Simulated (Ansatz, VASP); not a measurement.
Two plane-wave programs on Pd

```
Pd
1.0
     0.00000    2.45068    2.45068
     2.45068    0.00000    2.45068
     2.45068    2.45068    0.00000
Pd
2
Direct
  0.87500 0.87500 0.87500
  0.12500 0.12500 0.12500
```

Change from the starting cell: volume scaled by 0.6, PAW files.

Alike in both runs: task single point; functional PBE; k mesh 12 × 12 × 12; occupations fermi-dirac, width 0.08 eV; no spin polarisation.

```csv
,VASP,Ansatz
version,VASP 6.6.1,Ansatz 0.2.0
potentials or method,"VASP PAW PBE potentials, release 64 (Pd)","PAW with Ansatz's default frozen-core files, scalar-relativistic"
plane-wave cutoff (eV),520,420
valence electrons in the cell,20,36
```

|  | VASP | Ansatz | Ansatz less VASP |
| --- | --- | --- | --- |
| pressure (GPa) | 121.8 | 130.8 | +8.99 |

Both programs put the cell under a high pressure, so it lies far from rest at this level. VASP's potentials hold 20 valence electrons a cell and Ansatz's 36, so a difference there can come from the potentials and not from the codes.

Noted on VASP's run: the cell as given lies far from equilibrium.
